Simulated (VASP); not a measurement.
Sb:

```
Sb
1.0
     3.21000    0.00000    0.00000
     0.00000    3.21000    0.00000
     0.00000    0.00000    3.21000
Sb
1
Direct
  0.00000 0.00000 0.00000
```

- Program: VASP 6.6.1
- Task: relaxation of cell and atoms
- Functional: LDA
- Potentials or basis: VASP PAW LDA potentials, release 64 (Sb)
- Cutoff: 600 eV
- k mesh: 8 × 8 × 8
- Occupations: fermi-dirac, width 0.05 eV
- Spin: no spin polarisation

At the start: pressure -7.3 GPa; volume 33.08 Å³/atom.

Question: Where does the relaxation end?

Answer: Over 3 steps the energy falls by 122.0 meV/atom and the volume is 28.43 Å³/atom (-14.0 %); space group Pm-3m (No. 221, to 0.05 Å).

Step by step:
| step | energy change (eV) | largest force (eV/Å) | pressure (GPa) | volume (Å³) |
| --- | --- | --- | --- | --- |
| 1 | 0.0000 | 0.0000 | -7.28 | 33.08 |
| 2 | -0.0870 | 0.0000 | 5.78 | 26.39 |
| 3 | -0.1220 | 0.0000 | 0.00 | 28.43 |

Final structure:
```
Sb
1.0
     3.05207    0.00000    0.00000
     0.00000    3.05207    0.00000
     0.00000    0.00000    3.05207
Sb
1
Direct
  0.00000 0.00000 0.00000
```
